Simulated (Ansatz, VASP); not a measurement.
**AgBr: VASP beside Ansatz**

```
Ag Br
1.0
     0.00000    2.92045    2.92045
     2.92045    0.00000    2.92045
     2.92045    2.92045    0.00000
Ag Br
1 1
Direct
  0.00000 0.00000 0.00000
  0.50000 0.50000 0.50000
```

Alike in both runs: task single point; functional PBE; k mesh 14 × 14 × 14; occupations fermi-dirac, width 0.08 eV; no spin polarisation.

|  | VASP | Ansatz |
| --- | --- | --- |
| version | VASP 6.6.1 | Ansatz 0.2.0 |
| potentials or method | VASP PAW PBE potentials, release 64 (Ag, Br), cutoff 500 eV | all-electron LAPW, scalar-relativistic |

```csv
,VASP,Ansatz,Ansatz less VASP
pressure (GPa),0.0,0.0,+0.04
```

Ansatz ran all-electron here, and VASP with PAW potentials.
